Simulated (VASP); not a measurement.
# GaP (F-43m) in VASP: further runs

GaP is run at these levels: PBEsol; tasks: single point, relaxation of cell and atoms.

Program: VASP 6.6.1. These are calculated values, not measurements. Logs are shortened: lines on timing, memory, paths and dates and some standing lists are left out, and cuts for length are marked.

**The experiment to reproduce.**

From “Stacking defects in GaP nanowires: Electronic structure and optical properties”, 2018, arxiv:1810.01194, for a bulk crystal of GaP at 10 K: band gap 2.34 eV (indirect).

The results are compared with them further down.

### Step 1. The cell of the first run

Symmetry: F-43m, No. 216, cubic system. The conventional cell has a = 5.470 Å, b = 5.470 Å, c = 5.470 Å, α = 90.00°, β = 90.00°, γ = 90.00°. Within 3.1 Å of Ga (site symmetry -43m) lie 4 P at 2.37 Å. P (site symmetry -43m) has 4 Ga at 2.37 Å within 3.1 Å.

### Step 2. Single point, PBEsol

File INCAR:

```
  PREC = Accurate
  ENCUT = 500
  EDIFF = 1E-6
  ISMEAR = 0
  SIGMA = 0.1
  LREAL = F
  LASPH = T
  NELM = 120
  ALGO = Normal
  ISIF = 2
  LWAVE = F
  LCHARG = F
  GGA = PS
  NBANDS = 16
  GGA_COMPAT = F
```

File KPOINTS:

```
Automatic mesh
0
Gamma
  6 6 6
```

File POSCAR:

```
GaP
1.0
    0.0000000000      2.7349218499      2.7349218499
    2.7349218499      0.0000000000      2.7349218499
    2.7349218499      2.7349218499      0.0000000000
Ga P
1 1
Direct
    0.0000000000      0.0000000000      0.0000000000
    0.2500000000      0.2500000000      0.2500000000
```

Potentials or basis: VASP PAW PBE potentials, release 64 (Ga_d, P).

The run is started by

```sh
$ cat potpaw_PBE.64/Ga_d/POTCAR potpaw_PBE.64/P/POTCAR > POTCAR
$ mpirun -np 1 vasp_std > vasp.out
```

OUTCAR:

```text
PREC = Accurate
   ENCUT = 500
   EDIFF = 1E-6
   ISMEAR = 0
   LREAL = F
   LASPH = T
   NELM = 120
   ISIF = 2
   GGA = PS

 ion  position               nearest neighbor table
   1  0.000  0.000  0.000-   2 2.37   2 2.37   2 2.37   2 2.37
   2  0.250  0.250  0.250-   1 2.37   1 2.37   1 2.37   1 2.37

  LATTYP: Found a face centered cubic cell.
 ALAT       =     5.4698436998

  Lattice vectors:

 A1 = (   0.0000000000,   2.7349218499,   2.7349218499)
 A2 = (   2.7349218499,   0.0000000000,   2.7349218499)
 A3 = (   2.7349218499,   2.7349218499,   0.0000000000)

Analysis of symmetry for initial positions (statically):
=====================================================================
 Subroutine PRICEL returns:
 Original cell was already a primitive cell.

 Routine SETGRP: Setting up the symmetry group for a
 face centered cubic supercell.

 Subroutine GETGRP returns: Found 24 space group operations
 (whereof 24 operations were pure point group operations)
 out of a pool of 48 trial point group operations.

The static configuration has the point symmetry T_d .

Analysis of symmetry for dynamics (positions and initial velocities):
=====================================================================
 Subroutine PRICEL returns:
 Original cell was already a primitive cell.

 Routine SETGRP: Setting up the symmetry group for a
 face centered cubic supercell.

 Subroutine GETGRP returns: Found 24 space group operations
 (whereof 24 operations were pure point group operations)
 out of a pool of 48 trial point group operations.

The dynamic configuration has the point symmetry T_d .

 Subroutine INISYM returns: Found 24 space group operations
 (whereof 24 operations are pure point group operations),
 and found     1 'primitive' translations

----------------------------------------------------------------------------------------

                                     Primitive cell

  volume of cell :      40.9133

  direct lattice vectors                    reciprocal lattice vectors
     0.000000000  2.734921850  2.734921850    -0.182820580  0.182820580  0.182820580
     2.734921850  0.000000000  2.734921850     0.182820580 -0.182820580  0.182820580
     2.734921850  2.734921850  0.000000000     0.182820580  0.182820580 -0.182820580

  length of vectors
     3.867763572  3.867763572  3.867763572     0.316654534  0.316654534  0.316654534

[... 69 lines left out ...]
   ENCUT  =  500.0 eV  36.75 Ry    6.06 a.u.   7.05  7.05  7.05*2*pi/ulx,y,z
   NELM   =    120;   NELMIN=  2; NELMDL= -5     # of ELM steps
   EDIFF  = 0.1E-05   stopping-criterion for ELM
   LREAL  =      F    real-space projection
   EDIFFG = 0.1E-04   stopping-criterion for IOM
   NSW    =      0    number of steps for IOM
   IBRION =     -1    ionic relax: 0-MD 1-quasi-New 2-CG
   NFREE  =      0    steps in history (QN), initial steepest desc. (CG)
   ISIF   =      2    stress and relaxation
   ISYM   =      2    0-nonsym 1-usesym 2-fastsym
   POTIM  = 0.5000    time-step for ionic-motion
   TEBEG  =    0.0;   TEEND  =   0.0 temperature during run
   PSTRESS=    0.0 pullay stress
   NELECT =      18.0000    total number of electrons
   NUPDOWN=      -1.0000    fix difference up-down
   EMIN   =  10.00;   EMAX   =-10.00  energy-range for DOS
   EFERMI =   0.00;   METHOD = LEGACY
   ISMEAR =     0;   SIGMA  =   0.10  broadening in eV -4-tet -1-fermi 0-gaus
   EFERMI_NEDOS =   21; number of points for ismear=-14 and -15
   IALGO  =     38    algorithm
   IMIX   =      4    mixing-type and parameters
     AMIX     =   0.40;   BMIX     =  1.00
     AMIX_MAG =   1.60;   BMIX_MAG =  1.00
  volume/ion in A,a.u.               =      20.46       138.05
  Fermi-wavevector in a.u.,A,eV,Ry     =   1.245119  2.352933 21.093391  1.550321
  Thomas-Fermi vector in A             =   2.379355
   LORBIT       =      0    0 simple, 1 ext, 2 COOP (PROOUT), +10 PAW based schemes
   GGA     = PS    functional components
   LHFCALC =     F    Hartree Fock is set to
   AEXX    =    0.0000 exact exchange contribution
   IVDW    =     0    specifies the selected vdW correction
   LEPSILON=     F    determine dielectric tensor
   LRPA    =     F    only Hartree local field effects (RPA)
 non-spin polarized calculation
 Gauss-broadening in eV      SIGMA  =   0.10
  energy-cutoff  :      500.00
  volume of cell :       40.91
 maximum number of plane-waves:      1056
   NGX = 15   NGY = 15   NGZ = 15

 number of electron      18.0000016 magnetization

 Free energy of the ion-electron system (eV)
  ---------------------------------------------------
  ext. energy  EPLUGINS =         0.00000000
  ---------------------------------------------------
  free energy    TOTEN  =        -9.90293437 eV

  energy without entropy =       -9.90293437  energy(sigma->0) =       -9.90293437

 E-fermi :   4.8847     XC(G=0):  -9.9707

 val. band max:        4.4674837634   @ k =   0.0000   0.0000   0.0000
 cond. band min:       6.0013223042   @ k =   0.5000   0.5000   0.0000
 fundamental gap:      1.5338385408
 Fermi energy:         4.8846659515

 k-point     1 :       0.0000    0.0000    0.0000
  band No.  band energies     occupation
      1     -10.0629      2.00000
      2     -10.0629      2.00000
      3     -10.0629      2.00000
      4      -9.9656      2.00000
      5      -9.9656      2.00000
      6      -7.9781      2.00000
[... 281 lines left out ...]
      3     -10.0043      2.00000
      4      -9.9858      2.00000
      5      -9.9528      2.00000
      6      -4.9552      2.00000
[... 8 lines left out ...]
     15      16.3049      0.00000
     16      17.9936      0.00000

------------------------ aborting loop because EDIFF is reached ----------------------------------------

  FORCE on cell =-STRESS in cart. coord.  units (eV):
  Direction    XX          YY          ZZ          XY          YZ          ZX
  --------------------------------------------------------------------------------------
  -------------------------------------------------------------------------------------
  Total       -0.3781124     -0.3781124     -0.3781124      0.0000000      0.0000000      0.0000000
  in kB      -14.8069894    -14.8069894    -14.8069894      0.0000000      0.0000000      0.0000000
  external PRESSURE =     -14.8069894 kB  Pullay stress =       0.0000000 kB

 VOLUME and BASIS-vectors are now :
 -----------------------------------------------------------------------------
  energy-cutoff  :      500.00
  volume of cell :       40.91
      direct lattice vectors                 reciprocal lattice vectors
     0.000000000  2.734921850  2.734921850    -0.182820580  0.182820580  0.182820580
     2.734921850  0.000000000  2.734921850     0.182820580 -0.182820580  0.182820580
     2.734921850  2.734921850  0.000000000     0.182820580  0.182820580 -0.182820580

 POSITION                                       TOTAL-FORCE (eV/Angst)
 -----------------------------------------------------------------------------------
      0.00000      0.00000      0.00000        -0.000000     -0.000000     -0.000000
      1.36746      1.36746      1.36746         0.000000      0.000000      0.000000
 -----------------------------------------------------------------------------------
    total drift:                                0.000001      0.000001      0.000001

  FREE ENERGIE OF THE ION-ELECTRON SYSTEM (eV)
  ---------------------------------------------------
  free  energy   TOTEN  =        -9.9029343671 eV

  energy  without entropy=       -9.9029343671  energy(sigma->0) =       -9.90293437
```

OSZICAR:

```text
N       E                     dE             d eps       ncg     rms          rms(c)
DAV:   1     0.793242279902E+02    0.79324E+02   -0.88659E+03   520   0.156E+03
DAV:   2    -0.412882417263E+01   -0.83453E+02   -0.79239E+02   592   0.303E+02
DAV:   3    -0.100940438124E+02   -0.59652E+01   -0.59461E+01   640   0.649E+01
DAV:   4    -0.101860636108E+02   -0.92020E-01   -0.92005E-01   664   0.869E+00
DAV:   5    -0.101876924402E+02   -0.16288E-02   -0.16288E-02   688   0.947E-01    0.407E+00
DAV:   6    -0.994315434698E+01    0.24454E+00   -0.35239E-01   784   0.112E+01    0.258E+00
DAV:   7    -0.990548314286E+01    0.37671E-01   -0.78488E-02   704   0.216E+00    0.970E-01
DAV:   8    -0.990271269677E+01    0.27704E-02   -0.12092E-02   608   0.126E+00    0.171E-01
DAV:   9    -0.990287760157E+01   -0.16490E-03   -0.99762E-04   696   0.421E-01    0.615E-02
DAV:  10    -0.990290628704E+01   -0.28685E-04   -0.62224E-05   760   0.850E-02    0.270E-02
DAV:  11    -0.990293448404E+01   -0.28197E-04   -0.29487E-05   560   0.555E-02    0.607E-03
DAV:  12    -0.990293436709E+01    0.11695E-06   -0.10036E-06   528   0.119E-02
   1 F= -.99029344E+01 E0= -.99029344E+01  d E =-.216561E-10
```

Wall time 8 s (1 thread of Intel Xeon Platinum 8488C (Sapphire Rapids), shared host); peak memory 0.15 GiB.

What came out:

- Free energy: -9.9029 eV
- Pressure: -1.5 GPa
- Band gap on the k mesh: 1.53 eV (least direct gap 1.66 eV)

Caveat: the PAW data sets were made with another functional, which shifts forces and pressure a little.

### Step 3. Single point, PBEsol

This run uses another cell than the first one, of 20.10 Å³/atom.

File INCAR:

```
SYSTEM = GaP
PREC = Accurate
ENCUT = 500
EDIFF = 1E-6
ISMEAR = 0
SIGMA = 0.02
LREAL = .False.
LASPH = .True.
NELM = 120
ALGO = Normal
ISIF = 2
LWAVE = .False.
LCHARG = .True.
GGA = PS
LELF = .True.
LVHAR = .True.
NBANDS = 16
GGA_COMPAT = .False.
```

File KPOINTS:

```
regular mesh
0
Gamma
  8 8 8
  0 0 0
```

File POSCAR:

```
GaP
1.0
    0.0000000000      2.7191197418      2.7191197418
    2.7191197418      0.0000000000      2.7191197418
    2.7191197418      2.7191197418      0.0000000000
Ga P
1 1
Direct
    0.0000000000      0.0000000000      0.0000000000
    0.2500000000      0.2500000000      0.2500000000
```

Potentials or basis: VASP PAW PBE potentials, release 64 (Ga_d, P).

The run is started by

```sh
$ cat potpaw_PBE.64/Ga_d/POTCAR potpaw_PBE.64/P/POTCAR > POTCAR
$ mpirun -np 1 vasp_std > vasp.out
```

Wall time 19 s (1 thread of Intel Xeon Platinum 8488C (Sapphire Rapids), shared host); peak memory 0.16 GiB.

Results (log left out):

```yaml
Free_energy: -9.9210 eV
Pressure: -0.1 GPa
Band_gap_on_the_k_mesh: 1.50 eV (least direct gap 1.81 eV)
```

Levels at points of the mesh, in eV from the valence-band top:
```tsv
k point	band 7	band 8	band 9	band 10	band 11	band 12
(0.00, 0.00, 0.00)	0.00	0.00	0.00	1.81	3.82	3.82
(0.50, 0.00, 0.00)	-6.74	-1.14	-1.14	1.61	4.65	4.65
(0.50, 0.50, 0.00)	-6.84	-2.74	-2.74	1.50	1.71	10.60
```

Caveat: the PAW data sets were made with another functional, which shifts forces and pressure a little.

### Step 4. Relaxation of cell and atoms, PBEsol

File INCAR:

```
SYSTEM = GaP
PREC = Accurate ; ENCUT = 500
EDIFF = 1E-7 ; ISMEAR = 0
SIGMA = 0.02 ; LREAL = .False.
LASPH = .True. ; NELM = 120
ALGO = Normal ; ISIF = 3
LWAVE = .False. ; LCHARG = .False.
GGA = PS ; IBRION = 2
NSW = 100 ; EDIFFG = -0.005
GGA_COMPAT = .False. ; NELMIN = 4
```

File KPOINTS:

```
Automatic mesh
0
Gamma
  8 8 8
  0 0 0
```

File POSCAR:

```
GaP
1.0
    0.0000000000      2.7349218499      2.7349218499
    2.7349218499      0.0000000000      2.7349218499
    2.7349218499      2.7349218499      0.0000000000
Ga P
1 1
Direct
    0.0000000000      0.0000000000      0.0000000000
    0.2500000000      0.2500000000      0.2500000000
```

The run is started by

```sh
$ cat potpaw_PBE.64/Ga_d/POTCAR potpaw_PBE.64/P/POTCAR > POTCAR
$ mpirun -np 1 vasp_std > vasp.out
```

Wall time 30 s (1 thread of Intel Xeon Platinum 8488C (Sapphire Rapids), shared host); peak memory 0.16 GiB.

The run converged. Its results:

- Free energy: -9.9211 eV
- Relaxed volume: 20.09 Å³/atom
- Relaxed cell: a = 3.845 Å, b = 3.845 Å, c = 3.845 Å, α = 60.00°, β = 60.00°, γ = 60.00°
- Space group after relaxing (to 0.1 Å): F-43m (No. 216)
- Energy gained by relaxing: 1.7 meV/atom
- Ionic steps: 3
- Pressure after relaxing: 0.0 GPa
- Band gap on the k mesh: 1.50 eV (least direct gap 1.81 eV)

Step by step:
```tsv
step	energy change (eV)	largest force (eV/Å)	pressure (GPa)	volume (Å³)
1	0.0000	0.0000	-1.47	40.91
2	-0.0025	0.0000	0.80	39.81
3	-0.0034	0.0000	-0.02	40.18
```

Final structure:
```
Ga P
1.0
     0.00000    2.71854    2.71854
     2.71854    0.00000    2.71854
     2.71854    2.71854    0.00000
Ga P
1 1
Cartesian
  0.0000 0.0000 0.0000
  1.3593 1.3593 1.3593
```

Levels at points of the mesh, in eV from the valence-band top:
| k point | band 7 | band 8 | band 9 | band 10 | band 11 | band 12 |
| --- | --- | --- | --- | --- | --- | --- |
| (0.00, 0.00, 0.00) | 0.00 | 0.00 | 0.00 | 1.81 | 3.82 | 3.82 |
| (0.50, 0.00, 0.00) | -6.74 | -1.14 | -1.14 | 1.61 | 4.65 | 4.65 |
| (0.50, 0.50, 0.00) | -6.84 | -2.74 | -2.74 | 1.50 | 1.71 | 10.60 |

Caveat: the PAW data sets were made with another functional, which shifts forces and pressure a little.

### Step 5. Summary

| task | cell | k mesh | smearing | gap on the mesh (eV) | pressure (GPa) |
| --- | --- | --- | --- | --- | --- |
| single point | a = 3.868 Å, angles 60.0°, 2 atoms | 6 × 6 × 6 | gaussian 0.1 eV | 1.53 | -1.5 |
| single point | a = 3.845 Å, angles 60.0°, 2 atoms | 8 × 8 × 8 | gaussian 0.02 eV | 1.50 | -0.1 |
| relaxation of cell and atoms | relaxed from a = 3.868 Å, angles 60.0°, 2 atoms | 8 × 8 × 8 | gaussian 0.02 eV | 1.50 | 0.0 |

Alike in all rows: level PBEsol; potentials or basis VASP PAW PBE potentials, release 64 (Ga_d, P); no spin polarisation; cutoff (eV) 500.

Caveats: the PAW data sets were made with another functional, which shifts forces and pressure a little.

Absolute energies hang on the potentials; compare differences alone.

### Step 6. Comparison with measurements

Step 3. Measured gap of GaP: 2.34 eV (indirect; 10 K; quoted in “Stacking defects in GaP nanowires: Electronic structure and optical properties”, 2018, arxiv:1810.01194). This calculation gives 1.50 eV (-0.84 eV). Spin-orbit coupling on Ga is left out. The value is that of PBEsol on a finite k mesh, which can miss the band edges, without temperature or zero-point motion. Semilocal functionals fall short of measured gaps as a rule.
